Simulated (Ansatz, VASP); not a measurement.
SiC in VASP and in Ansatz

```
Si C
1.0
     3.05290    0.00000    0.00000
    -1.52645    2.64389    0.00000
     0.00000    0.00000    5.42897
Si C
2 2
Direct
  0.33333 0.66667 0.00601
  0.66667 0.33333 0.50601
  0.33333 0.66667 0.37899
  0.66667 0.33333 0.87899
```

Alike in both runs: functional LDA; k mesh 12 × 12 × 6; occupations gaussian, width 0.05 eV; no spin polarisation.

Ansatz relaxed the structure, and its values are those at the end. VASP's run is a single point on that final structure, the one shown.

|  | VASP | Ansatz |
| --- | --- | --- |
| version | VASP 6.6.1 | Ansatz 0.2.0 |
| potentials or method | VASP PAW LDA potentials, release 64 (Si, C), cutoff 520 eV | scalar-relativistic, plane waves, PAW |
| valence electrons in the cell | 16 | 16 |

```csv
,VASP,Ansatz,Ansatz less VASP
gap on the k mesh at the Fermi level (eV),1.85,1.87,+0.019
least direct gap on the mesh (eV),3.85,3.85,-0.004
pressure (GPa),-13.5,-13.9,-0.37
```

Ansatz warns that its potentials were made for another functional, while VASP's fit it. LDA's correlation is that of Perdew and Zunger in VASP and of Perdew and Wang (1992) in Ansatz. Ansatz's warnings: stress scf threshold loose.
